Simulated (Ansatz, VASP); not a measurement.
# Two plane-wave programs on AlGa3N4

POSCAR

```
AlGa3N4
1.0
    4.4716853600      0.0000000000      0.0000000000
    0.0000000000      4.4716853600      0.0000000000
    0.0000000000      0.0000000000      4.4716853600
Al Ga N
1 3 4
Direct
    0.0000000000      0.0000000000      0.0000000000
    0.5000000000      0.5000000000     -0.0111814665
    0.5000000000      0.0000000000      0.5000000000
    0.0000000000      0.5000000000      0.5000000000
    0.7557144200      0.7557144200      0.2442855800
    0.7557144200      0.2442855800      0.7557144200
    0.2442855800      0.7557144200      0.7557144200
    0.2442855800      0.2442855800      0.2442855800
```

Contents of INCAR.step1:

```
SYSTEM = AlGa3N4
PREC     = Accurate       ! precision mode
ENCUT    = 520            ! plane-wave cutoff, eV
ISMEAR   = 0              ! smearing method
SIGMA    = 0.05           ! smearing width, eV
LREAL    = .FALSE.        ! projectors in reciprocal space
LASPH    = .TRUE.         ! aspherical terms in the spheres
NELM     = 60             ! most SCF steps
NBANDS   = 41             ! bands
GGA      = PE             ! functional
ALGO     = Normal         ! electronic algorithm
EDIFF    = 1E-4           ! SCF threshold, eV
LWAVE    = .TRUE.         ! write WAVECAR
LCHARG   = .FALSE.        ! write CHGCAR
```

File INCAR.step2:

```
SYSTEM = AlGa3N4
PREC     = Accurate       ! precision mode
ENCUT    = 520            ! plane-wave cutoff, eV
EDIFF    = 1E-6           ! SCF threshold, eV
ISMEAR   = 0              ! smearing method
SIGMA    = 0.05           ! smearing width, eV
LREAL    = .FALSE.        ! projectors in reciprocal space
LASPH    = .TRUE.         ! aspherical terms in the spheres
NELM     = 60             ! most SCF steps
ALGO     = Normal         ! electronic algorithm
ISIF     = 2              ! what is computed and relaxed
LWAVE    = .FALSE.        ! write WAVECAR
LCHARG   = .FALSE.        ! write CHGCAR
METAGGA  = R2SCAN         ! meta-GGA
LMIXTAU  = .TRUE.       
NBANDS   = 41             ! bands
ISTART   = 1
```

File KPOINTS:

```
Automatic mesh
0
G
  6 6 6
  0 0 0
```

Input for Ansatz:

```yaml
crystal:
  lattice:
    - [4.47168536, 0.0, 0.0]
    - [0.0, 4.47168536, 0.0]
    - [0.0, 0.0, 4.47168536]
  atoms:
    - { symbol: Al, position: [0.0, 0.0, 0.0] }
    - { symbol: Ga, position: [0.5, 0.5, -0.0111814665] }
    - { symbol: Ga, position: [0.5, 0.0, 0.5] }
    - { symbol: Ga, position: [0.0, 0.5, 0.5] }
    - { symbol: "N", position: [0.75571442, 0.75571442, 0.24428558] }
    - { symbol: "N", position: [0.75571442, 0.24428558, 0.75571442] }
    - { symbol: "N", position: [0.24428558, 0.75571442, 0.75571442] }
    - { symbol: "N", position: [0.24428558, 0.24428558, 0.24428558] }
basis:
  ecutwfc: 500
kpoints:
  mp_grid: { grid: [6, 6, 6] }
hamiltonian:
  xc: r2scan
scf:
  occupations: { method: gaussian, width: 0.05 }
output:
  forces: true
  stress: true
  eigenvalues: true
```

Alike in both runs: task single point; functional r2SCAN; k mesh 6 × 6 × 6; occupations gaussian, width 0.05 eV; no spin polarisation.

|  | VASP | Ansatz |
| --- | --- | --- |
| version | VASP 6.6.1 | Ansatz 0.2.0 |
| potentials or method | VASP PAW PBE potentials, release 64 (Al, Ga_d, N), cutoff 520 eV | scalar-relativistic, plane waves, PAW |
| valence electrons in the cell | 62 | 62 |

Ansatz gave:

* gap on the k mesh at the Fermi level (eV): 2.76
* least direct gap on the mesh (eV): 2.76
* pressure (GPa): -0.8
* traceless stress, the component that is largest in VASP (GPa): -0.69
* rms of the force components (eV/Å): 0.216

**Question.** Which values does VASP return?

**Answer.** gap on the k mesh at the Fermi level (eV): 2.76; least direct gap on the mesh (eV): 2.76; pressure (GPa): -0.1; traceless stress, the component that is largest in VASP (GPa): -0.73; rms of the force components (eV/Å): 0.216.

VASP's potentials were made for PBE, not for r2SCAN. Atom by atom the forces differ by 0.033 eV/Å (rms over components).
